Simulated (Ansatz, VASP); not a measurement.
## LiF in VASP and in Ansatz

```
Li F
1.0
     2.55953    0.00000    0.00000
     0.00000    2.55953    0.00000
     0.00000    0.00000    2.55953
Li F
1 1
Cartesian
  0.0000 0.0000 0.0000
  1.2798 1.2798 1.2798
```

Alike in both runs: task single point; functional r2SCAN; k mesh 10 × 10 × 10; occupations gaussian, width 0.05 eV; no spin polarisation.

|  | VASP | Ansatz |
| --- | --- | --- |
| version | VASP 6.6.1 | Ansatz 0.2.0 |
| potentials or method | VASP PAW PBE potentials, release 64 (Li_sv, F_h), cutoff 1490 eV | scalar-relativistic, plane waves, PAW |
| valence electrons in the cell | 10 | 10 |

|  | VASP | Ansatz | Ansatz less VASP |
| --- | --- | --- | --- |
| gap on the k mesh at the Fermi level (eV) | 8.62 | 8.46 | -0.158 |
| least direct gap on the mesh (eV) | 9.30 | 9.14 | -0.162 |
| pressure (GPa) | -4.7 | -3.5 | +1.21 |

VASP's potentials were made for PBE, not for r2SCAN.
